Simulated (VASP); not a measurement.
# YBeCl5 (P4/mmm) in VASP: settings compared

YBeCl5 is run at these levels: r2SCAN+rVV10, PBEsol; tasks: single point, relaxation of cell and atoms.

All numbers are computed with VASP 6.6.1; they aren't measurements. Logs are shortened: lines on timing, memory, paths and dates and some standing lists are left out, and cuts for length are marked.

## Step 1: The cell of the first run

The structure is tetragonal, space group P4/mmm (No. 123). The conventional cell has a = 4.341 Å, b = 4.341 Å, c = 7.099 Å, α = 90.00°, β = 90.00°, γ = 90.00°. Within 4.0 Å of Y (site symmetry 4/mmm) lie 12 Cl at 3.01 to 3.07 Å. Be (site symmetry 4/mmm) has 8 Cl at 2.62 Å within 3.5 Å. Cl (site symmetry 2mm) has 2 Be at 2.62 Å and 7 Cl at 2.93 to 3.07 Å and 2 Y at 3.01 Å within 3.5 Å. Within 4.0 Å of Cl (site symmetry 4/mmm) lie 8 Cl at 3.01 Å and 4 Y at 3.07 Å and 2 Be at 3.55 Å.

## Step 2: Single point, r2SCAN+rVV10

POSCAR

```
YBeCl5
1.0
    4.3407864568      0.0000000000      0.0000000000
    0.0000000000      4.3407864568      0.0000000000
    0.0000000000      0.0000000000      7.0986664602
Y Be Cl
1 1 5
Direct
    0.5000000000      0.5000000000      0.0000000000
    0.0000000000      0.0000000000      0.5000000000
    0.0000000000      0.5000000000      0.2936189848
    0.0000000000      0.5000000000      0.7063810152
    0.5000000000      0.0000000000      0.2936189848
    0.5000000000      0.0000000000      0.7063810152
    0.0000000000      0.0000000000      0.0000000000
```

INCAR.step1

```
SYSTEM = YBeCl5
PREC = Accurate
ENCUT = 520
ISMEAR = -1
SIGMA = 0.03
LREAL = .False.
LASPH = .True.
NELM = 60
NBANDS = 33
GGA = PE
ALGO = Normal
EDIFF = 1E-4
LWAVE = .True.
LCHARG = .False.
```

INCAR.step2

```
SYSTEM = YBeCl5
PREC = Accurate
ENCUT = 520
EDIFF = 1E-7
ISMEAR = -1
SIGMA = 0.03
LREAL = .False.
LASPH = .True.
NELM = 60
ALGO = Normal
ISIF = 2
LWAVE = .False.
LCHARG = .False.
METAGGA = R2SCAN
LMIXTAU = .True.
LUSE_VDW = .True.
IVDW_NL = 2
BPARAM = 11.95
CPARAM = 0.0093
NBANDS = 33
ISTART = 1
```

KPOINTS

```
regular mesh
0
Gamma
  6 6 4
  0 0 0
```

Potentials or basis: VASP PAW PBE potentials, release 64 (Y_sv, Be, Cl).

Run with:

```bash
$ cat potpaw_PBE.64/Y_sv/POTCAR potpaw_PBE.64/Be/POTCAR potpaw_PBE.64/Cl/POTCAR > POTCAR
$ cp INCAR.step1 INCAR
$ mpirun -np 1 vasp_std > vasp.out
$ cp INCAR.step2 INCAR
$ mpirun -np 1 vasp_std > vasp.out
```

OUTCAR:

```text
SYSTEM = YBeCl5
   PREC = Accurate
   ENCUT = 520
   EDIFF = 1E-7
   ISMEAR = -1
   LREAL = .False.
   LASPH = .True.
   NELM = 60
   ISIF = 2
   METAGGA = R2SCAN
   IVDW_NL = 2
   BPARAM = 11.95
   ISTART = 1

 ion  position               nearest neighbor table
   1  0.500  0.500  0.000-   3 3.01   4 3.01   5 3.01   6 3.01   5 3.01   6 3.01   3 3.01   4 3.01
                             7 3.07   7 3.07   7 3.07   7 3.07
   2  0.000  0.000  0.500-
   3  0.000  0.500  0.294-   1 3.01   1 3.01
   4  0.000  0.500  0.706-   1 3.01   1 3.01
   5  0.500  0.000  0.294-   1 3.01   1 3.01
   6  0.500  0.000  0.706-   1 3.01   1 3.01
   7  0.000  0.000  0.000-   1 3.07   1 3.07   1 3.07   1 3.07

  LATTYP: Found a simple tetragonal cell.
 ALAT       =     4.3407864568
 C/A-ratio  =     1.6353410910

  Lattice vectors:

 A1 = (   4.3407864568,   0.0000000000,   0.0000000000)
 A2 = (   0.0000000000,   4.3407864568,   0.0000000000)
 A3 = (   0.0000000000,   0.0000000000,   7.0986664602)

Analysis of symmetry for initial positions (statically):
=====================================================================
 Subroutine PRICEL returns:
 Original cell was already a primitive cell.

 Routine SETGRP: Setting up the symmetry group for a
 simple tetragonal supercell.

 Subroutine GETGRP returns: Found 16 space group operations
 (whereof 16 operations were pure point group operations)
 out of a pool of 16 trial point group operations.

The static configuration has the point symmetry D_4h.

Analysis of symmetry for dynamics (positions and initial velocities):
=====================================================================
 Subroutine PRICEL returns:
 Original cell was already a primitive cell.

 Routine SETGRP: Setting up the symmetry group for a
 simple tetragonal supercell.

 Subroutine GETGRP returns: Found 16 space group operations
 (whereof 16 operations were pure point group operations)
 out of a pool of 16 trial point group operations.

The dynamic configuration has the point symmetry D_4h.

 Subroutine INISYM returns: Found 16 space group operations
 (whereof 16 operations are pure point group operations),
 and found     1 'primitive' translations

----------------------------------------------------------------------------------------

                                     Primitive cell

  volume of cell :     133.7561

  direct lattice vectors                    reciprocal lattice vectors
     4.340786457  0.000000000  0.000000000     0.230373000  0.000000000  0.000000000
     0.000000000  4.340786457  0.000000000     0.000000000  0.230373000  0.000000000
     0.000000000  0.000000000  7.098666460     0.000000000  0.000000000  0.140871529

  length of vectors
     4.340786457  4.340786457  7.098666460     0.230373000  0.230373000  0.140871529

  position of ions in fractional coordinates (direct lattice)
     0.500000000  0.500000000  0.000000000
     0.000000000  0.000000000  0.500000000
     0.000000000  0.500000000  0.293618985
     0.000000000  0.500000000  0.706381015
     0.500000000  0.000000000  0.293618985
     0.500000000  0.000000000  0.706381015
     0.000000000  0.000000000  0.000000000

  ion indices of the primitive-cell ions
   primitive index   ion index
                 1           1
                 2           2
                 3           3
                 4           4
                 5           5
                 6           6
                 7           7

----------------------------------------------------------------------------------------

 KPOINTS: regular mesh

Automatic generation of k-mesh.
 Grid dimensions read from file:
 generate k-points for:    6    6    4

 Generating k-lattice:

  Cartesian coordinates                     Fractional coordinates (reciprocal lattice)
     0.038395500  0.000000000  0.000000000     0.166666667  0.000000000  0.000000000
     0.000000000  0.038395500  0.000000000     0.000000000  0.166666667  0.000000000
     0.000000000  0.000000000  0.035217882     0.000000000  0.000000000  0.250000000

  Length of vectors
     0.038395500  0.038395500  0.035217882

  Shift w.r.t. Gamma in fractional coordinates (k-lattice)
     0.000000000  0.000000000  0.000000000

 Subroutine IBZKPT returns following result:
 ===========================================

 Found     30 irreducible k-points:

 Following reciprocal coordinates:
            Coordinates               Weight
  0.000000  0.000000  0.000000      1.000000
  0.166667  0.000000  0.000000      4.000000
  0.333333  0.000000  0.000000      4.000000
  0.500000  0.000000  0.000000      2.000000
  0.166667  0.166667  0.000000      4.000000
  0.333333  0.166667  0.000000      8.000000
[... 16 lines left out ...]
  0.333333  0.000000  0.500000      4.000000
  0.500000  0.000000  0.500000      2.000000
 [... further k-points ...]
   k-points           NKPTS =     30   k-points in BZ     NKDIM =     30   number of bands    NBANDS=     33
   number of dos      NEDOS =    301   number of ions     NIONS =      7
   total plane-waves  NPLWV =  55296
   dimension x,y,z NGX =    32 NGY =   32 NGZ =   54
   dimension x,y,z NGXF=    64 NGYF=   64 NGZF=  108
   ions per type =               1   1   5
   NGX,Y,Z   is equivalent  to a cutoff of  12.26, 12.26, 12.65 a.u.
   NGXF,Y,Z  is equivalent  to a cutoff of  24.51, 24.51, 25.29 a.u.
 SYSTEM =  YBeCl5
   PREC   = accura    normal or accurate (medium, high low for compatibility)
   ISTART =      1    job   : 0-new  1-cont  2-samecut
   ICHARG =      0    charge: 1-file 2-atom 10-const
   ISPIN  =      1    spin polarized calculation?
   LNONCOLLINEAR =      F non collinear calculations
   LSORBIT =      F    spin-orbit coupling
   LASPH  =      T    aspherical Exc in radial PAW
   ENCUT  =  520.0 eV  38.22 Ry    6.18 a.u.   8.07  8.07 13.20*2*pi/ulx,y,z
   NELM   =     60;   NELMIN=  2; NELMDL=  0     # of ELM steps
   EDIFF  = 0.1E-06   stopping-criterion for ELM
   LREAL  =      F    real-space projection
   EDIFFG = 0.1E-05   stopping-criterion for IOM
   NSW    =      0    number of steps for IOM
   IBRION =     -1    ionic relax: 0-MD 1-quasi-New 2-CG
   NFREE  =      0    steps in history (QN), initial steepest desc. (CG)
   ISIF   =      2    stress and relaxation
   ISYM   =      2    0-nonsym 1-usesym 2-fastsym
   POTIM  = 0.5000    time-step for ionic-motion
   TEBEG  =    0.0;   TEEND  =   0.0 temperature during run
   PSTRESS=    0.0 pullay stress
   NELECT =      48.0000    total number of electrons
   NUPDOWN=      -1.0000    fix difference up-down
   EMIN   =  10.00;   EMAX   =-10.00  energy-range for DOS
   EFERMI =   0.00;   METHOD = LEGACY
   ISMEAR =    -1;   SIGMA  =   0.03  broadening in eV -4-tet -1-fermi 0-gaus
   EFERMI_NEDOS =   21; number of points for ismear=-14 and -15
   IALGO  =     38    algorithm
   IMIX   =      4    mixing-type and parameters
     AMIX     =   0.40;   BMIX     =  1.00
     AMIX_MAG =   1.60;   BMIX_MAG =  1.00
  volume/ion in A,a.u.               =      19.11       128.95
  Fermi-wavevector in a.u.,A,eV,Ry     =   1.163369  2.198448 18.414488  1.353427
  Thomas-Fermi vector in A             =   2.299919
   LORBIT       =      0    0 simple, 1 ext, 2 COOP (PROOUT), +10 PAW based schemes
   METAGGA = R2SCAN    functional components
   LHFCALC =     F    Hartree Fock is set to
   AEXX    =    0.0000 exact exchange contribution
   IVDW_NL    =     2    kernel type
   BPARAM     =11.9500
   IVDW    =     0    specifies the selected vdW correction
   LEPSILON=     F    determine dielectric tensor
   LRPA    =     F    only Hartree local field effects (RPA)
 non-spin polarized calculation
  energy-cutoff  :      520.00
  volume of cell :      133.76
 maximum number of plane-waves:      3648
   NGX = 17   NGY = 17   NGZ = 27

 number of electron      48.0000011 magnetization

 Free energy of the ion-electron system (eV)
  ---------------------------------------------------
  ext. energy  EPLUGINS =         0.00000000
  ---------------------------------------------------
  free energy    TOTEN  =       -63.53879948 eV

  energy without entropy =      -63.53879948  energy(sigma->0) =      -63.53879948

 E-fermi :   4.1118     XC(G=0): -10.3768

 val. band max:        3.4929890484   @ k =   0.3333   0.0000   0.0000
 cond. band min:       5.9564980330   @ k =   0.0000   0.0000   0.0000
 fundamental gap:      2.4635089846
 Fermi energy:         4.1118373128

 k-point     1 :       0.0000    0.0000    0.0000
  band No.  band energies     occupation
      1     -41.1317      2.00000
      2     -20.3202      2.00000
      3     -20.3202      2.00000
      4     -20.3127      2.00000
      5     -12.9194      2.00000
      6     -11.8836      2.00000
[... 25 lines left out ...]
     32       8.9782      0.00000
     33       9.8042      0.00000

 k-point     2 :       0.1667    0.0000    0.0000
  band No.  band energies     occupation
      1     -41.1313      2.00000
      2     -20.3364      2.00000
      3     -20.3188      2.00000
      4     -20.3094      2.00000
      5     -12.7975      2.00000
      6     -11.8008      2.00000
[... 25 lines left out ...]
     32       9.3065      0.00000
     33       9.9260      0.00000

 k-point     3 :       0.3333    0.0000    0.0000
  band No.  band energies     occupation
      1     -41.1305      2.00000
      2     -20.3686      2.00000
      3     -20.3160      2.00000
      4     -20.3027      2.00000
      5     -12.4652      2.00000
      6     -11.5664      2.00000
[... 25 lines left out ...]
     32      10.0765      0.00000
     33      10.1236      0.00000

 k-point     4 :       0.5000    0.0000    0.0000
  band No.  band energies     occupation
      1     -41.1301      2.00000
      2     -20.3845      2.00000
      3     -20.3146      2.00000
      4     -20.2994      2.00000
      5     -12.1155      2.00000
      6     -11.8106      2.00000
[... 673 lines left out ...]
     32      10.1333      0.00000
     33      10.1530      0.00000

 k-point    23 :       0.3333    0.0000    0.5000
  band No.  band energies     occupation
      1     -41.1305      2.00000
      2     -20.3685      2.00000
      3     -20.3160      2.00000
      4     -20.3030      2.00000
      5     -12.1283      2.00000
      6     -12.1252      2.00000
[... 25 lines left out ...]
     32       9.8449      0.00000
     33      10.4710      0.00000

 k-point    24 :       0.5000    0.0000    0.5000
  band No.  band energies     occupation
      1     -41.1301      2.00000
      2     -20.3843      2.00000
      3     -20.3146      2.00000
      4     -20.2996      2.00000
      5     -11.8489      2.00000
      6     -11.8028      2.00000
[... 25 lines left out ...]
     32      10.3548      0.00000
     33      10.5436      0.00000

 [... further k-points ...]
[... 5 lines left out ...]
  --------------------------------------------------------------------------------------
  -------------------------------------------------------------------------------------
  Total       -0.0829309     -0.0829309     -0.0776876      0.0000000      0.0000000      0.0000000
  in kB       -0.9933748     -0.9933748     -0.9305693      0.0000000      0.0000000      0.0000000
  external PRESSURE =      -0.9724397 kB  Pullay stress =       0.0000000 kB

 VOLUME and BASIS-vectors are now :
 -----------------------------------------------------------------------------
  energy-cutoff  :      520.00
  volume of cell :      133.76
      direct lattice vectors                 reciprocal lattice vectors
     4.340786457  0.000000000  0.000000000     0.230373000  0.000000000  0.000000000
     0.000000000  4.340786457  0.000000000     0.000000000  0.230373000  0.000000000
     0.000000000  0.000000000  7.098666460     0.000000000  0.000000000  0.140871529

 POSITION                                       TOTAL-FORCE (eV/Angst)
 -----------------------------------------------------------------------------------
      2.17039      2.17039      0.00000        -0.000000      0.000000      0.000000
      0.00000      0.00000      3.54933        -0.000000      0.000000      0.000000
      0.00000      2.17039      2.08430        -0.000000      0.000000      0.003401
      0.00000      2.17039      5.01436         0.000000      0.000000     -0.003401
      2.17039      0.00000      2.08430        -0.000000     -0.000000      0.003401
      2.17039      0.00000      5.01436         0.000000     -0.000000     -0.003401
      0.00000      0.00000      0.00000        -0.000000      0.000000      0.000000
 -----------------------------------------------------------------------------------
    total drift:                                0.000000     -0.000000     -0.000000

  FREE ENERGIE OF THE ION-ELECTRON SYSTEM (eV)
  ---------------------------------------------------
  free  energy   TOTEN  =       -63.5387994798 eV

  energy  without entropy=      -63.5387994797  energy(sigma->0) =      -63.53879948
```

Wall time 9.5 min (1 thread of Intel Xeon 6975P-C, shared host); peak memory 0.52 GiB.

Results:

```yaml
Free_energy: -63.5388 eV
Pressure: -0.1 GPa
Largest_force: 0.003 eV/Å
Band_gap_on_the_k_mesh: 2.46 eV, indirect (least direct gap 3.13 eV)
```

Forces on the atoms (eV/Å):
```
Y    0.000  0.000  0.000
Be   0.000  0.000  0.000
Cl   0.000  0.000  0.003
Cl   0.000  0.000 -0.003
Cl   0.000  0.000  0.003
Cl   0.000  0.000 -0.003
Cl   0.000  0.000  0.000
```

Caveat: the PAW data sets were made with another functional, which shifts forces and pressure a little. r2SCAN opens gaps a little over a GGA but as a rule still falls short of measured ones.

## Step 3: Relaxation of cell and atoms, PBEsol

This run uses another cell than the first one, of 25.06 Å³/atom, 1.311 times its volume.

INCAR

```
PREC = Accurate
ENCUT = 600
EDIFF = 1E-7
ISMEAR = -1
SIGMA = 0.03
LREAL = False
LASPH = True
NELM = 60
ALGO = Normal
ISIF = 3
LWAVE = False
LCHARG = False
GGA = PS
IBRION = 2
NSW = 100
EDIFFG = -0.01
```

KPOINTS

```
regular mesh
0
Gamma
  4 4 4
```

POSCAR

```
YBeCl5
1.0
    4.6273005300      0.0000000000      0.0000000000
    0.0000000000      4.6273005300      0.0000000000
    0.0000000000      0.0000000000      8.1922752400
Y Be Cl
1 1 5
Direct
    0.5000000000      0.5000000000      0.0000000000
    0.0000000000      0.0000000000      0.5000000000
    0.0000000000      0.5000000000      0.2963546500
    0.0000000000      0.5000000000      0.7036453500
    0.5000000000      0.0000000000      0.2963546500
    0.5000000000      0.0000000000      0.7036453500
    0.0000000000      0.0000000000      0.0000000000
```

Potentials or basis: VASP PAW PBE potentials, release 64 (Y_sv, Be, Cl).

Run with:

```bash
$ cat potpaw_PBE.64/Y_sv/POTCAR potpaw_PBE.64/Be/POTCAR potpaw_PBE.64/Cl/POTCAR > POTCAR
$ mpirun -np 1 vasp_std > vasp.out
```

Wall time 22 min (1 thread of Intel Xeon 6975P-C, shared host); peak memory 0.44 GiB.

The run converged. Its results:

```
Free energy                            : -29.2610 eV
Relaxed volume                         : 18.56 Å³/atom
Relaxed cell                           : a = 4.303 Å, b = 4.303 Å, c = 7.019 Å, α = 90.00°, β = 90.00°, γ = 90.00°
Space group after relaxing (to 0.05 Å) : P4/mmm (No. 123)
Energy gained by relaxing              : 320.6 meV/atom
Ionic steps                            : 10
Pressure after relaxing                : 0.0 GPa
Band gap on the k mesh                 : 1.93 eV, indirect (least direct gap 2.64 eV)
```

Stress tensor (GPa, compression positive):
```
 0.04  0.00  0.00
 0.00  0.04  0.00
 0.00  0.00 -0.05
```

Step by step:
```csv
step,energy change (eV),largest force (eV/Å),pressure (GPa),volume (Å³)
1,0.0000,0.1083,-10.95,175.41
2,-2.1570,0.0497,-2.69,135.32
3,-2.2205,0.0413,0.06,129.72
4,-2.2210,0.0401,0.52,128.89
5,-2.2394,0.1119,0.26,129.35
6,-2.2404,0.1351,0.19,129.48
7,-2.2436,0.0658,-0.05,129.99
8,-2.2441,0.0223,-0.21,130.32
9,-2.2445,0.0064,0.06,129.85
10,-2.2445,0.0009,0.01,129.94
```

Final structure:
```
Y Be Cl
1.0
     4.30257    0.00000    0.00000
     0.00000    4.30257    0.00000
     0.00000    0.00000    7.01902
Y Be Cl
1 1 5
Direct
  0.50000 0.50000 0.00000
  0.00000 0.00000 0.50000
  0.00000 0.50000 0.29314
  0.00000 0.50000 0.70686
  0.50000 0.00000 0.29314
  0.50000 0.00000 0.70686
  0.00000 0.00000 0.00000
```

Levels at points of the mesh, in eV from the valence-band top:
```csv
k point,band 22,band 23,band 24,band 25,band 26,band 27
"(0.00, 0.00, 0.00)",-0.82,-0.82,-0.72,1.93,2.53,2.76
"(0.50, 0.00, 0.00)",-1.94,-1.58,0.00,3.31,3.70,4.13
"(0.50, 0.50, 0.00)",-0.58,-0.15,-0.15,2.49,3.33,4.18
"(0.00, 0.00, 0.50)",-1.34,-0.45,-0.45,2.44,2.54,3.07
"(0.50, 0.00, 0.50)",-1.36,-0.61,-0.44,3.86,3.89,3.96
"(0.50, 0.50, 0.50)",-0.22,-0.22,-0.20,3.20,3.39,3.83
```

Caveat: the volume moved by over 15 % at a fixed basis, so the end points are rough; the PAW data sets were made with another functional, which shifts forces and pressure a little. A k mesh can miss the band edges.
